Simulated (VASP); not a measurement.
# MnS (Pm-3m) in VASP: notebook

MnS is run at these levels: PBEsol+U; tasks: single point.

Everything below comes from runs of VASP 6.6.1. Logs are shortened: lines on timing, memory, paths and dates and some standing lists are left out, and cuts for length are marked.

### Step 1. The cell of the first run

It takes space group Pm-3m (No. 221, cubic). Conventional cell: a = 3.099 Å, b = 3.099 Å, c = 3.099 Å, α = 90.00°, β = 90.00°, γ = 90.00°. Within 3.5 Å of Mn (site symmetry m-3m) lie 8 S at 2.68 Å and 6 Mn at 3.10 Å. Within 3.5 Å of S (site symmetry m-3m) lie 8 Mn at 2.68 Å and 6 S at 3.10 Å.

### Step 2. Single point, PBEsol+U, collinear spin, ferromagnetic start

Input file INCAR:

```
PREC = Accurate ; ENCUT = 520
EDIFF = 1E-6 ; ISMEAR = -1
SIGMA = 0.1 ; LREAL = F
LASPH = T ; NELM = 150
ALGO = Normal ; ISIF = 2
LWAVE = F ; LCHARG = F
ISPIN = 2 ; MAGMOM = 4 0
LORBIT = 11 ; LMAXMIX = 4
LDAU = T ; LDAUTYPE = 2
LDAUL = 2 -1 ; LDAUU = 5 0
LDAUJ = 0 0 ; LDAUPRINT = 1
GGA = PS ; NBANDS = 20
```

Input file KPOINTS:

```
Automatic mesh
0
Gamma
  7 7 7
```

Input file POSCAR:

```
MnS
1.0
    3.0990400000      0.0000000000      0.0000000000
    0.0000000000      3.0990400000      0.0000000000
    0.0000000000      0.0000000000      3.0990400000
Mn S
1 1
Direct
    0.5000000000      0.5000000000      0.5000000000
    0.0000000000      0.0000000000      0.0000000000
```

Potentials or basis: VASP PAW PBE potentials, release 64 (Mn_pv, S).

The run is started by

```
$ cat potpaw_PBE.64/Mn_pv/POTCAR potpaw_PBE.64/S/POTCAR > POTCAR
$ mpirun -np 1 vasp_std > vasp.out
```

OUTCAR:

```text
PREC = Accurate
   ENCUT = 520
   EDIFF = 1E-6
   ISMEAR = -1
   LREAL = F
   LASPH = T
   NELM = 150
   ISIF = 2
   ISPIN = 2
   LORBIT = 11
   GGA = PS

 ion  position               nearest neighbor table
   1  0.500  0.500  0.500-   2 2.68   2 2.68   2 2.68   2 2.68   2 2.68   2 2.68   2 2.68   2 2.68

   2  0.000  0.000  0.000-   1 2.68   1 2.68   1 2.68   1 2.68   1 2.68   1 2.68   1 2.68   1 2.68

  LATTYP: Found a simple cubic cell.
 ALAT       =     3.0990400000

  Lattice vectors:

 A1 = (   3.0990400000,   0.0000000000,   0.0000000000)
 A2 = (   0.0000000000,   3.0990400000,   0.0000000000)
 A3 = (   0.0000000000,   0.0000000000,   3.0990400000)

Analysis of symmetry for initial positions (statically):
=====================================================================
 Subroutine PRICEL returns:
 Original cell was already a primitive cell.

 Routine SETGRP: Setting up the symmetry group for a
 simple cubic supercell.

 Subroutine GETGRP returns: Found 48 space group operations
 (whereof 48 operations were pure point group operations)
 out of a pool of 48 trial point group operations.

The static configuration has the point symmetry O_h .

Analysis of symmetry for dynamics (positions and initial velocities):
=====================================================================
 Subroutine PRICEL returns:
 Original cell was already a primitive cell.

 Routine SETGRP: Setting up the symmetry group for a
 simple cubic supercell.

 Subroutine GETGRP returns: Found 48 space group operations
 (whereof 48 operations were pure point group operations)
 out of a pool of 48 trial point group operations.

The dynamic configuration has the point symmetry O_h .

Analysis of structural, dynamic, and magnetic symmetry:
=====================================================================
 Subroutine PRICEL returns:
 Original cell was already a primitive cell.

 Routine SETGRP: Setting up the symmetry group for a
 simple cubic supercell.

 Subroutine GETGRP returns: Found 48 space group operations
 (whereof 48 operations were pure point group operations)
 out of a pool of 48 trial point group operations.

[... 164 lines left out ...]
  o =  0.9269  v =  0.0000  0.0000 -0.9905 -0.0000  0.1375  0.0000  0.0000  0.0000  0.0000  0.0000      0.0000  0.0000  0.0000  0.0000  0.0000  0.0000  0.0000  0.0000  0.0000  0.0000
  o =  0.9269  v =  0.0000 -0.0000  0.1375 -0.0000  0.9905  0.0000  0.0000  0.0000  0.0000  0.0000      0.0000  0.0000  0.0000  0.0000  0.0000  0.0000  0.0000  0.0000  0.0000  0.0000
  o =  0.9492  v =  0.0000 -0.9841 -0.0000  0.1774 -0.0000  0.0000  0.0000  0.0000  0.0000  0.0000      0.0000  0.0000  0.0000  0.0000  0.0000  0.0000  0.0000  0.0000  0.0000  0.0000
  o =  0.9492  v =  0.0000 -0.1774  0.0000 -0.9841 -0.0000  0.0000  0.0000  0.0000  0.0000  0.0000      0.0000  0.0000  0.0000  0.0000  0.0000  0.0000  0.0000  0.0000  0.0000  0.0000
  o =  0.9492  v =  1.0000  0.0000  0.0000  0.0000  0.0000  0.0000  0.0000  0.0000  0.0000  0.0000      0.0000  0.0000  0.0000  0.0000  0.0000  0.0000  0.0000  0.0000  0.0000  0.0000

 number of electron      18.9999977 magnetization       4.7879332

 Free energy of the ion-electron system (eV)
  ---------------------------------------------------
  ext. energy  EPLUGINS =         0.00000000
  ---------------------------------------------------
  free energy    TOTEN  =       -12.27312986 eV

  energy without entropy =      -12.25396459  energy(sigma->0) =      -12.26354723

 E-fermi :   8.9170     XC(G=0): -11.7328

 val. band max:        8.8917838192   @ k =   0.4286   0.2857   0.0000
 cond. band min:       8.9612553893   @ k =   0.4286   0.1429   0.0000
 fundamental gap:      0.0694715701
 Fermi energy:         8.9169627257

 spin component 1

 k-point     1 :       0.0000    0.0000    0.0000
  band No.  band energies     occupation
      1     -42.2289      1.00000
      2     -42.2289      1.00000
      3     -42.2289      1.00000
      4      -6.7520      1.00000
      5       2.2628      1.00000
      6       2.2628      1.00000
[... 436 lines left out ...]
      6       1.0725      1.00000
[... 12 lines left out ...]
     19      27.5121      0.00000
     20      30.4568      0.00000
 Fermi energy:         8.9169627257

 spin component 2

 k-point     1 :       0.0000    0.0000    0.0000
  band No.  band energies     occupation
      1     -37.4688      1.00000
      2     -37.4688      1.00000
      3     -37.4688      1.00000
      4      -6.4903      1.00000
      5       7.2329      1.00000
      6       7.2329      1.00000
[... 449 lines left out ...]
     19      28.8950      0.00000
     20      31.4255      0.00000

------------------------ aborting loop because EDIFF is reached ----------------------------------------

  FORCE on cell =-STRESS in cart. coord.  units (eV):
  Direction    XX          YY          ZZ          XY          YZ          ZX
  --------------------------------------------------------------------------------------
  -------------------------------------------------------------------------------------
  Total        2.5235016      2.5235016      2.5235016     -0.0000000     -0.0000000      0.0000000
  in kB      135.8415469    135.8415469    135.8415469     -0.0000000     -0.0000000      0.0000000
  external PRESSURE =     135.8415469 kB  Pullay stress =       0.0000000 kB

 VOLUME and BASIS-vectors are now :
 -----------------------------------------------------------------------------
  energy-cutoff  :      520.00
  volume of cell :       29.76
      direct lattice vectors                 reciprocal lattice vectors
     3.099040000  0.000000000  0.000000000     0.322680572  0.000000000  0.000000000
     0.000000000  3.099040000  0.000000000     0.000000000  0.322680572  0.000000000
     0.000000000  0.000000000  3.099040000     0.000000000  0.000000000  0.322680572

 POSITION                                       TOTAL-FORCE (eV/Angst)
 -----------------------------------------------------------------------------------
      1.54952      1.54952      1.54952         0.000000      0.000000      0.000000
      0.00000      0.00000      0.00000         0.000000      0.000000      0.000000
 -----------------------------------------------------------------------------------
    total drift:                                0.000000      0.000000     -0.000000

  FREE ENERGIE OF THE ION-ELECTRON SYSTEM (eV)
  ---------------------------------------------------
  free  energy   TOTEN  =       -12.2731298577 eV

  energy  without entropy=      -12.2539645933  energy(sigma->0) =      -12.26354723

 total charge

# of ion       s       p       d       tot
------------------------------------------
    1        0.226   6.182   4.926  11.334
    2        1.348   2.411   0.000   3.759
--------------------------------------------------
tot          1.574   8.593   4.926  15.092

 magnetization (x)

# of ion       s       p       d       tot
------------------------------------------
    1        0.017   0.037   4.448   4.502
    2        0.024   0.035   0.000   0.059
--------------------------------------------------
tot          0.041   0.072   4.448   4.561
```

OSZICAR:

```text
N       E                     dE             d eps       ncg     rms          rms(c)
DAV:   1     0.155594057644E+03    0.15559E+03   -0.10263E+04  1608   0.103E+03
DAV:   2    -0.417485061086E+01   -0.15977E+03   -0.15045E+03  1652   0.299E+02
DAV:   3    -0.115434486600E+02   -0.73686E+01   -0.72445E+01  1844   0.669E+01
DAV:   4    -0.116212971952E+02   -0.77849E-01   -0.77787E-01  1776   0.689E+00
DAV:   5    -0.116221837425E+02   -0.88655E-03   -0.88652E-03  1844   0.770E-01    0.136E+01
DAV:   6    -0.120190475538E+02   -0.39686E+00   -0.82249E+00  1716   0.331E+01    0.148E+01
DAV:   7    -0.122708500658E+02   -0.25180E+00   -0.67619E-01  1720   0.941E+00    0.793E+00
DAV:   8    -0.122775015660E+02   -0.66515E-02   -0.10386E-01  1848   0.310E+00    0.409E+00
DAV:   9    -0.122734180326E+02    0.40835E-02   -0.19775E-02  1796   0.140E+00    0.612E-01
DAV:  10    -0.122731907184E+02    0.22731E-03   -0.37362E-03  1780   0.745E-01    0.234E-01
DAV:  11    -0.122731251236E+02    0.65595E-04   -0.32554E-04  1888   0.155E-01    0.765E-02
DAV:  12    -0.122731249300E+02    0.19360E-06   -0.63886E-05  1752   0.621E-02    0.480E-02
DAV:  13    -0.122731277426E+02   -0.28127E-05   -0.75893E-06  1788   0.276E-02    0.326E-02
DAV:  14    -0.122731302441E+02   -0.25014E-05   -0.20653E-06  1660   0.133E-02    0.718E-03
DAV:  15    -0.122731298577E+02    0.38637E-06   -0.47441E-07   920   0.487E-03
   1 F= -.12273130E+02 E0= -.12263547E+02  d E =-.191653E-01  mag=     4.7879
```

It took 36 s on 1 thread of Intel Xeon 8259CL, shared host; peak memory 0.15 GiB.

Results:

```
Free energy                                           : -12.2731 eV
Pressure                                              : 13.6 GPa
Net moment                                            : 4.79 μB per cell
Site moments                                          : Mn +4.50; S +0.06 μB
Valence electrons inside the program's atomic spheres : Mn 11.33; S 3.76
```

Eigenvalues of the final occupation matrices:
```
    site  spin  trace               eigenvalues
site 1 d     1   4.70  0.93 0.93 0.95 0.95 0.95
site 1 d     2   0.24  0.03 0.03 0.06 0.06 0.06
```

Caveat: the cell stands under pressure; the PAW data sets were made with another functional, which shifts forces and pressure a little; a cell with one magnetic atom can't hold antiferromagnetic order, which such compounds often take. The state reached can hang on the start; a lower one may exist.

### Step 3. Single point, PBEsol+U, collinear spin, ferromagnetic start

Input file INCAR:

```
SYSTEM = MnS
ALGO     = Normal         ! electronic algorithm
EDIFF    = 1E-7           ! SCF threshold, eV
ENCUT    = 520            ! plane-wave cutoff, eV
GGA      = PS             ! functional
ISIF     = 2              ! what is computed and relaxed
ISMEAR   = -1             ! smearing method
ISPIN    = 2              ! spin polarisation
LASPH    = .TRUE.         ! aspherical terms in the spheres
LCHARG   = .TRUE.         ! write CHGCAR
LDAU     = .TRUE.         ! DFT+U
LDAUJ    = 0 0          
LDAUL    = 2 -1           ! shell
LDAUPRINT= 1            
LDAUTYPE = 2            
LDAUU    = 5 0            ! U, eV
LELF     = .TRUE.         ! ELF
LMAXMIX  = 4              ! l up to which the mixer works
LORBIT   = 11             ! projections on sites
LREAL    = .FALSE.        ! projectors in reciprocal space
LVHAR    = .TRUE.       
LWAVE    = .FALSE.        ! write WAVECAR
MAGMOM   = 4 0            ! initial moments
NBANDS   = 20             ! bands
NELM     = 150            ! most SCF steps
PREC     = Accurate       ! precision mode
SIGMA    = 0.1            ! smearing width, eV
```

Input file KPOINTS:

```
k-points
0
G
  7 7 7
  0 0 0
```

POSCAR is that of step 2.

Potentials or basis: VASP PAW PBE potentials, release 64 (Mn_pv, S).

The run is started by

```
$ cat potpaw_PBE.64/Mn_pv/POTCAR potpaw_PBE.64/S/POTCAR > POTCAR
$ mpirun -np 1 vasp_std > vasp.out
```

Wall time 22 s (1 thread of Intel Xeon 8259CL, shared host); peak memory 0.16 GiB.

The run converged. Its results:

| Quantity | Value |
| --- | --- |
| Free energy | -12.2731 eV |
| Pressure | 13.6 GPa |
| Net moment | 4.79 μB per cell |
| Site moments | Mn +4.50; S +0.06 μB |
| Valence electrons inside the program's atomic spheres | Mn 11.33; S 3.76 |

Levels at points of the mesh, in eV from the Fermi level:
Spin up:
| k point | band 10 | band 11 | band 12 | band 13 | band 14 | band 15 |
| --- | --- | --- | --- | --- | --- | --- |
| (0.00, 0.00, 0.00) | -1.91 | -1.91 | -1.91 | 1.24 | 5.86 | 5.86 |
Spin down:
| k point | band 5 | band 6 | band 7 | band 8 | band 9 | band 10 |
| --- | --- | --- | --- | --- | --- | --- |
| (0.00, 0.00, 0.00) | -1.68 | -1.68 | -1.68 | 0.09 | 0.09 | 2.57 |

Eigenvalues of the final occupation matrices:
| site | spin | trace | eigenvalues |
| --- | --- | --- | --- |
| site 1 d | 1 | 4.70 | 0.93 0.93 0.95 0.95 0.95 |
| site 1 d | 2 | 0.24 | 0.03 0.03 0.06 0.06 0.06 |

Caveat: the cell stands under pressure; the PAW data sets were made with another functional, which shifts forces and pressure a little; a cell with one magnetic atom can't hold antiferromagnetic order, which such compounds often take. The state reached can hang on the start; a lower one may exist.
